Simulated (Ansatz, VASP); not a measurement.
One calculation of PbS, two programs

Contents of POSCAR:

```
PbS
1.0
    3.6536590000      0.0000000000      0.0000000000
    0.0000000000      3.6536590000      0.0000000000
    0.0000000000      0.0000000000      3.6536590000
Pb S
1 1
Direct
    0.0000000000      0.0000000000      0.0000000000
    0.5000000000      0.5000000000      0.5000000000
```

File INCAR.step1:

```
SYSTEM = PbS
ALGO     = Normal         ! electronic algorithm
EDIFF    = 1E-5           ! SCF threshold, eV
ENCUT    = 550            ! plane-wave cutoff, eV
GGA      = PE             ! functional
GGA_COMPAT= .False.      
ISMEAR   = 0              ! smearing method
LASPH    = .True.         ! aspherical terms in the spheres
LCHARG   = .False.        ! write CHGCAR
LREAL    = .False.        ! projectors in reciprocal space
LWAVE    = .True.         ! write WAVECAR
NBANDS   = 17             ! bands
NELM     = 120            ! most SCF steps
PREC     = Accurate       ! precision mode
SIGMA    = 0.1            ! smearing width, eV
```

File INCAR.step2:

```
SYSTEM = PbS
ALGO     = Normal         ! electronic algorithm
EDIFF    = 1E-6           ! SCF threshold, eV
ENCUT    = 550            ! plane-wave cutoff, eV
GGA_COMPAT= .False.      
ISIF     = 2              ! what is computed and relaxed
ISMEAR   = 0              ! smearing method
ISTART   = 1            
LASPH    = .True.         ! aspherical terms in the spheres
LCHARG   = .False.        ! write CHGCAR
LMIXTAU  = .True.       
LREAL    = .False.        ! projectors in reciprocal space
LWAVE    = .False.        ! write WAVECAR
METAGGA  = R2SCAN         ! meta-GGA
NBANDS   = 17             ! bands
NELM     = 120            ! most SCF steps
PREC     = Accurate       ! precision mode
SIGMA    = 0.1            ! smearing width, eV
```

KPOINTS

```
k-points
0
Gamma
  4 4 4
  0 0 0
```

Input for Ansatz:

```yaml
crystal:
  lattice:
    - [3.653659, 0.0, 0.0]
    - [0.0, 3.653659, 0.0]
    - [0.0, 0.0, 3.653659]
  atoms:
    - { symbol: Pb, position: [0.0, 0.0, 0.0] }
    - { symbol: S, position: [0.5, 0.5, 0.5] }
basis:
  ecutwfc: 500
kpoints:
  mp_grid: { grid: [4, 4, 4] }
hamiltonian:
  xc: r2scan
scf:
  occupations: { method: gaussian, width: 0.1 }
output:
  forces: true
  stress: true
  eigenvalues: true
```

Alike in both runs: task single point; functional r2SCAN; k mesh 4 × 4 × 4; occupations gaussian, width 0.1 eV; no spin polarisation.

|  | VASP | Ansatz |
| --- | --- | --- |
| version | VASP 6.6.1 | Ansatz 0.2.0 |
| potentials or method | VASP PAW PBE potentials, release 64 (Pb_d, S), cutoff 550 eV | scalar-relativistic, plane waves, PAW |
| valence electrons in the cell | 20 | 20 |

|  | VASP | Ansatz | Ansatz less VASP |
| --- | --- | --- | --- |
| gap on the k mesh at the Fermi level (eV) | none | none | - |
| pressure (GPa) | -1.5 | -1.6 | -0.03 |

VASP's potentials were made for PBE, not for r2SCAN. A gap of «none» marks a metal or a gap that the smearing closes.

The k mesh is coarse, so the values compare programs but aren't converged. Spin-orbit coupling is off throughout.
